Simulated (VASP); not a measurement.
The system is CoO.

```
CELL_PARAMETERS angstrom
0.00000 2.13150 2.13150
2.13150 0.00000 2.13150
2.13150 2.13150 0.00000
ATOMIC_POSITIONS crystal
Co 0.00000 0.00000 0.00000
O 0.50000 0.50000 0.50000
```

Base run:

| Property | Result |
| --- | --- |
| Program | VASP 6.6.1 |
| Functional | PBE |
| Potentials or basis | VASP PAW PBE potentials, release 64 (Co_sv, O) |
| Cutoff | 700 eV |
| k mesh | 9 × 9 × 9 |
| Occupations | fermi-dirac, width 0.05 eV |
| Spin | collinear spin, ferromagnetic start |
| Starting moments | [3.0, 0.0] μB |
| Fixed moment | 3 μB |

Its results: pressure -2.2 GPa; site moments Co +2.57; O +0.32 μB.

Problem. After a change of settings the same cell gave: pressure -6.8 GPa; site moments Co +2.23; O +0.18 μB. Which change was it?
A. fixed moment from 3 μB to 0.5 μB; moments at the start from [3.0, 0.0] to [0.5, 0.0]
B. fixed moment from 3 μB to 4 μB; moments at the start from [3.0, 0.0] to [4.0, 0.0]
C. fixed moment from 3 μB to 2.5 μB; moments at the start from [3.0, 0.0] to [2.5, 0.0]

Solution. C.

Caveats: the total moment is fixed, so each spin has its own Fermi level and the state may be an excited one; a cell with one magnetic atom can't hold antiferromagnetic order, which such compounds often take; the cell stands under tension (at least some runs).
